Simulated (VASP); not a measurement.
# Ge (Fd-3m) in VASP: a series of runs

Runs on Ge. Level: PBEsol. Tasks: single point, relaxation of cell and atoms.

Everything below comes from runs of VASP 6.6.1. Logs are shortened: lines on timing, memory, paths and dates and some standing lists are left out, and cuts for length are marked.

### 1 The cell of the first run

It takes space group Fd-3m (No. 227, cubic). Conventional cell: a = 5.225 Å, b = 5.225 Å, c = 5.225 Å, α = 90.00°, β = 90.00°, γ = 90.00°. Ge (site symmetry -43m) has 4 Ge at 2.26 Å within 3.0 Å.

### 2 Single point, PBEsol

The input, INCAR:

```
PREC     = Accurate       # precision mode
ENCUT    = 520            # plane-wave cutoff, eV
EDIFF    = 1E-6           # SCF threshold, eV
ISMEAR   = -1             # smearing method
SIGMA    = 0.08           # smearing width, eV
LREAL    = False          # projectors in reciprocal space
LASPH    = True           # aspherical terms in the spheres
NELM     = 60             # most SCF steps
ALGO     = Normal         # electronic algorithm
ISIF     = 2              # what is computed and relaxed
LWAVE    = False          # write WAVECAR
LCHARG   = False          # write CHGCAR
GGA      = PS             # functional
NBANDS   = 21             # bands
```

The input, KPOINTS:

```
regular mesh
0
Gamma
  14 14 14
```

The input, POSCAR:

```
Ge
1.0
    0.0000000000      2.6123986305      2.6123986305
    2.6123986305      0.0000000000      2.6123986305
    2.6123986305      2.6123986305      0.0000000000
Ge
2
Direct
    0.5000000000      0.5000000000      0.5000000000
    0.7500000000      0.7500000000      0.7500000000
```

Potentials or basis: VASP PAW PBE potentials, release 64 (Ge_d).

Command:

```
$ cat potpaw_PBE.64/Ge_d/POTCAR > POTCAR
$ mpirun -np 1 vasp_std > vasp.out
```

OUTCAR:

```text
PREC = Accurate
   ENCUT = 520
   EDIFF = 1E-6
   ISMEAR = -1
   LREAL = False
   LASPH = True
   NELM = 60
   ISIF = 2
   GGA = PS

 ion  position               nearest neighbor table
   1  0.500  0.500  0.500-   2 2.26   2 2.26   2 2.26   2 2.26
   2  0.750  0.750  0.750-   1 2.26   1 2.26   1 2.26   1 2.26

  LATTYP: Found a face centered cubic cell.
 ALAT       =     5.2247972610

  Lattice vectors:

 A1 = (   0.0000000000,   2.6123986305,   2.6123986305)
 A2 = (   2.6123986305,   0.0000000000,   2.6123986305)
 A3 = (   2.6123986305,   2.6123986305,   0.0000000000)

Analysis of symmetry for initial positions (statically):
=====================================================================
 Subroutine PRICEL returns:
 Original cell was already a primitive cell.

 Routine SETGRP: Setting up the symmetry group for a
 face centered cubic supercell.

 Subroutine GETGRP returns: Found 48 space group operations
 (whereof 24 operations were pure point group operations)
 out of a pool of 48 trial point group operations.

The static configuration has the point symmetry T_d .
 The point group associated with its full space group is O_h .

Analysis of symmetry for dynamics (positions and initial velocities):
=====================================================================
 Subroutine PRICEL returns:
 Original cell was already a primitive cell.

 Routine SETGRP: Setting up the symmetry group for a
 face centered cubic supercell.

 Subroutine GETGRP returns: Found 48 space group operations
 (whereof 24 operations were pure point group operations)
 out of a pool of 48 trial point group operations.

The dynamic configuration has the point symmetry T_d .
 The point group associated with its full space group is O_h .

 Subroutine INISYM returns: Found 48 space group operations
 (whereof 24 operations are pure point group operations),
 and found     1 'primitive' translations

----------------------------------------------------------------------------------------

                                     Primitive cell

  volume of cell :      35.6573

  direct lattice vectors                    reciprocal lattice vectors
     0.000000000  2.612398630  2.612398630    -0.191394986  0.191394986  0.191394986
     2.612398630  0.000000000  2.612398630     0.191394986 -0.191394986  0.191394986
     2.612398630  2.612398630  0.000000000     0.191394986  0.191394986 -0.191394986

  length of vectors
     3.694489574  3.694489574  3.694489574     0.331505841  0.331505841  0.331505841

  position of ions in fractional coordinates (direct lattice)
     0.500000000  0.500000000  0.500000000
     0.750000000  0.750000000  0.750000000

  ion indices of the primitive-cell ions
   primitive index   ion index
                 1           1
                 2           2

----------------------------------------------------------------------------------------

 KPOINTS: regular mesh

Automatic generation of k-mesh.
 Grid dimensions read from file:
 generate k-points for:   14   14   14

 Generating k-lattice:

  Cartesian coordinates                     Fractional coordinates (reciprocal lattice)
    -0.013671070  0.013671070  0.013671070     0.071428571  0.000000000  0.000000000
     0.013671070 -0.013671070  0.013671070     0.000000000  0.071428571  0.000000000
     0.013671070  0.013671070 -0.013671070     0.000000000  0.000000000  0.071428571

  Length of vectors
     0.023678989  0.023678989  0.023678989

  Shift w.r.t. Gamma in fractional coordinates (k-lattice)
     0.000000000  0.000000000  0.000000000

 Subroutine IBZKPT returns following result:
 ===========================================

 Found    104 irreducible k-points:

 Following reciprocal coordinates:
            Coordinates               Weight
  0.000000  0.000000  0.000000      1.000000
  0.071429  0.000000  0.000000      8.000000
  0.142857  0.000000  0.000000      8.000000
  0.214286  0.000000  0.000000      8.000000
  0.285714  0.000000  0.000000      8.000000
  0.357143  0.000000  0.000000      8.000000
[... 16 lines left out ...]
  0.214286  0.142857  0.000000     24.000000
  0.285714  0.142857  0.000000     24.000000
 [... further k-points ...]
   k-points           NKPTS =    104   k-points in BZ     NKDIM =    104   number of bands    NBANDS=     21
   number of dos      NEDOS =    301   number of ions     NIONS =      2
   total plane-waves  NPLWV =  21952
   dimension x,y,z NGX =    28 NGY =   28 NGZ =   28
   dimension x,y,z NGXF=    56 NGYF=   56 NGZF=   56
   ions per type =               2
   NGX,Y,Z   is equivalent  to a cutoff of  12.60, 12.60, 12.60 a.u.
   NGXF,Y,Z  is equivalent  to a cutoff of  25.20, 25.20, 25.20 a.u.
 SYSTEM =  unknown system
   PREC   = accura    normal or accurate (medium, high low for compatibility)
   ISTART =      0    job   : 0-new  1-cont  2-samecut
   ICHARG =      2    charge: 1-file 2-atom 10-const
   ISPIN  =      1    spin polarized calculation?
   LNONCOLLINEAR =      F non collinear calculations
   LSORBIT =      F    spin-orbit coupling
   LASPH  =      T    aspherical Exc in radial PAW
   ENCUT  =  520.0 eV  38.22 Ry    6.18 a.u.   6.87  6.87  6.87*2*pi/ulx,y,z
   NELM   =     60;   NELMIN=  2; NELMDL= -5     # of ELM steps
   EDIFF  = 0.1E-05   stopping-criterion for ELM
   LREAL  =      F    real-space projection
   EDIFFG = 0.1E-04   stopping-criterion for IOM
   NSW    =      0    number of steps for IOM
   IBRION =     -1    ionic relax: 0-MD 1-quasi-New 2-CG
   NFREE  =      0    steps in history (QN), initial steepest desc. (CG)
   ISIF   =      2    stress and relaxation
   ISYM   =      2    0-nonsym 1-usesym 2-fastsym
   POTIM  = 0.5000    time-step for ionic-motion
   TEBEG  =    0.0;   TEEND  =   0.0 temperature during run
   PSTRESS=    0.0 pullay stress
   NELECT =      28.0000    total number of electrons
   NUPDOWN=      -1.0000    fix difference up-down
   EMIN   =  10.00;   EMAX   =-10.00  energy-range for DOS
   EFERMI =   0.00;   METHOD = LEGACY
   ISMEAR =    -1;   SIGMA  =   0.08  broadening in eV -4-tet -1-fermi 0-gaus
   EFERMI_NEDOS =   21; number of points for ismear=-14 and -15
   IALGO  =     38    algorithm
   IMIX   =      4    mixing-type and parameters
     AMIX     =   0.40;   BMIX     =  1.00
     AMIX_MAG =   1.60;   BMIX_MAG =  1.00
  volume/ion in A,a.u.               =      17.83       120.31
  Fermi-wavevector in a.u.,A,eV,Ry     =   1.510352  2.854151 31.037093  2.281162
  Thomas-Fermi vector in A             =   2.620553
   LORBIT       =      0    0 simple, 1 ext, 2 COOP (PROOUT), +10 PAW based schemes
   GGA     = PS    functional components
   LHFCALC =     F    Hartree Fock is set to
   AEXX    =    0.0000 exact exchange contribution
   IVDW    =     0    specifies the selected vdW correction
   LEPSILON=     F    determine dielectric tensor
   LRPA    =     F    only Hartree local field effects (RPA)
 non-spin polarized calculation
  energy-cutoff  :      520.00
  volume of cell :       35.66
 maximum number of plane-waves:       982
   NGX = 13   NGY = 13   NGZ = 13

 number of electron      28.0000029 magnetization

 Free energy of the ion-electron system (eV)
  ---------------------------------------------------
  ext. energy  EPLUGINS =         0.00000000
  ---------------------------------------------------
  free energy    TOTEN  =        -9.13220320 eV

  energy without entropy =       -9.13066242  energy(sigma->0) =       -9.13143281

 E-fermi :   7.5240     XC(G=0): -11.3166

 val. band max:        7.5177765245   @ k =   0.0000   0.0000   0.0000
 cond. band min:       7.5844556894   @ k =   0.4286   0.4286   0.0000
 fundamental gap:      0.0666791649
 Fermi energy:         7.5239636039

 k-point     1 :       0.0000    0.0000    0.0000
  band No.  band energies     occupation
      1     -17.7771      2.00000
      2     -17.7771      2.00000
      3     -17.7771      2.00000
      4     -17.7180      2.00000
      5     -17.7180      2.00000
      6     -17.3347      2.00000
[... 13 lines left out ...]
     20      17.6687      0.00000
     21      17.6687      0.00000

 k-point     2 :       0.0714    0.0000    0.0000
  band No.  band energies     occupation
      1     -17.7838      2.00000
      2     -17.7838      2.00000
      3     -17.7757      2.00000
      4     -17.7089      2.00000
      5     -17.7089      2.00000
      6     -17.3405      2.00000
[... 13 lines left out ...]
     20      16.9653      0.00000
     21      16.9653      0.00000

 k-point     3 :       0.1429    0.0000    0.0000
  band No.  band energies     occupation
      1     -17.7961      2.00000
      2     -17.7961      2.00000
      3     -17.7717      2.00000
      4     -17.6902      2.00000
      5     -17.6902      2.00000
      6     -17.3526      2.00000
[... 13 lines left out ...]
     20      16.2566      0.00000
     21      16.2566      0.00000

 k-point     4 :       0.2143    0.0000    0.0000
  band No.  band energies     occupation
      1     -17.8067      2.00000
      2     -17.8067      2.00000
      3     -17.7660      2.00000
      4     -17.6712      2.00000
      5     -17.6712      2.00000
      6     -17.3646      2.00000
[... 13 lines left out ...]
     20      16.0326      0.00000
     21      16.0326      0.00000

 k-point     5 :       0.2857    0.0000    0.0000
  band No.  band energies     occupation
      1     -17.8137      2.00000
      2     -17.8137      2.00000
      3     -17.7596      2.00000
      4     -17.6563      2.00000
      5     -17.6563      2.00000
      6     -17.3731      2.00000
[... 13 lines left out ...]
     20      16.4527      0.00000
     21      16.4527      0.00000

 k-point     6 :       0.3571    0.0000    0.0000
  band No.  band energies     occupation
      1     -17.8173      2.00000
      2     -17.8173      2.00000
      3     -17.7538      2.00000
      4     -17.6471      2.00000
      5     -17.6471      2.00000
      6     -17.3772      2.00000
[... 13 lines left out ...]
     20      17.4472      0.00000
     21      17.4472      0.00000

 k-point     7 :       0.4286    0.0000    0.0000
  band No.  band energies     occupation
      1     -17.8186      2.00000
      2     -17.8186      2.00000
      3     -17.7498      2.00000
      4     -17.6429      2.00000
      5     -17.6429      2.00000
      6     -17.3782      2.00000
[... 13 lines left out ...]
     20      18.8102      0.00000
     21      18.8102      0.00000
[... 291 lines left out ...]
      1     -17.8088      2.00000
      2     -17.7947      2.00000
      3     -17.7710      2.00000
      4     -17.6865      2.00000
      5     -17.6702      2.00000
      6     -17.3747      2.00000
[... 13 lines left out ...]
     20      16.1268      0.00000
     21      16.7171      0.00000

 k-point    21 :      -0.0714    0.0714    0.0000
  band No.  band energies     occupation
      1     -17.7961      2.00000
      2     -17.7838      2.00000
      3     -17.7773      2.00000
      4     -17.7021      2.00000
      5     -17.6918      2.00000
      6     -17.3576      2.00000
[... 13 lines left out ...]
     20      16.0421      0.00000
     21      16.7273      0.00000

 k-point    22 :       0.1429    0.1429    0.0000
  band No.  band energies     occupation
      1     -17.7981      2.00000
      2     -17.7891      2.00000
      3     -17.7891      2.00000
      4     -17.6953      2.00000
      5     -17.6600      2.00000
      6     -17.4074      2.00000
[... 13 lines left out ...]
     20      16.1790      0.00000
     21      18.0603      0.00000

 k-point    23 :       0.2143    0.1429    0.0000
  band No.  band energies     occupation
      1     -17.8101      2.00000
      2     -17.7965      2.00000
      3     -17.7840      2.00000
      4     -17.6807      2.00000
      5     -17.6373      2.00000
      6     -17.4320      2.00000
[... 13 lines left out ...]
     20      17.0914      0.00000
     21      17.8815      0.00000

 k-point    24 :       0.2857    0.1429    0.0000
  band No.  band energies     occupation
      1     -17.8242      2.00000
      2     -17.8048      2.00000
      3     -17.7706      2.00000
      4     -17.6634      2.00000
      5     -17.6174      2.00000
      6     -17.4501      2.00000
[... 13 lines left out ...]
     20      17.5374      0.00000
     21      17.9543      0.00000

 [... further k-points ...]
[... 5 lines left out ...]
  --------------------------------------------------------------------------------------
  -------------------------------------------------------------------------------------
  Total        6.7059440      6.7059440      6.7059440     -0.0000000      0.0000000     -0.0000000
  in kB      301.3159799    301.3159799    301.3159799     -0.0000000      0.0000000     -0.0000000
  external PRESSURE =     301.3159799 kB  Pullay stress =       0.0000000 kB

 VOLUME and BASIS-vectors are now :
 -----------------------------------------------------------------------------
  energy-cutoff  :      520.00
  volume of cell :       35.66
      direct lattice vectors                 reciprocal lattice vectors
     0.000000000  2.612398630  2.612398630    -0.191394986  0.191394986  0.191394986
     2.612398630  0.000000000  2.612398630     0.191394986 -0.191394986  0.191394986
     2.612398630  2.612398630  0.000000000     0.191394986  0.191394986 -0.191394986

 POSITION                                       TOTAL-FORCE (eV/Angst)
 -----------------------------------------------------------------------------------
      2.61240      2.61240      2.61240         0.000000      0.000000      0.000000
      3.91860      3.91860      3.91860        -0.000000     -0.000000     -0.000000
 -----------------------------------------------------------------------------------
    total drift:                                0.000000      0.000000      0.000000

  FREE ENERGIE OF THE ION-ELECTRON SYSTEM (eV)
  ---------------------------------------------------
  free  energy   TOTEN  =        -9.1322032014 eV

  energy  without entropy=       -9.1306624161  energy(sigma->0) =       -9.13143281
```

It took 35 s on 1 thread of Intel Xeon 6975P-C, shared host; peak memory 0.19 GiB.

What came out:

```yaml
Free_energy: -9.1322 eV
Pressure: 30.1 GPa
Band_gap_on_the_k_mesh: 0.07 eV, indirect (least direct gap 2.35 eV)
```

Levels at points of the mesh, in eV from the valence-band top:
| k point | band 11 | band 12 | band 13 | band 14 | band 15 | band 16 | band 17 | band 18 |
| --- | --- | --- | --- | --- | --- | --- | --- | --- |
| (0.00, 0.00, 0.00) | -14.89 | 0.00 | 0.00 | 0.00 | 2.35 | 2.58 | 2.58 | 2.58 |
| (0.50, 0.00, 0.00) | -12.12 | -9.03 | -1.83 | -1.83 | 0.95 | 3.75 | 3.75 | 6.94 |
| (0.50, 0.50, 0.00) | -9.99 | -9.99 | -4.05 | -4.05 | 0.25 | 0.25 | 11.59 | 11.59 |

Caveat: the PAW data sets were made with another functional, which shifts forces and pressure a little.

[end of part 1 of 2]
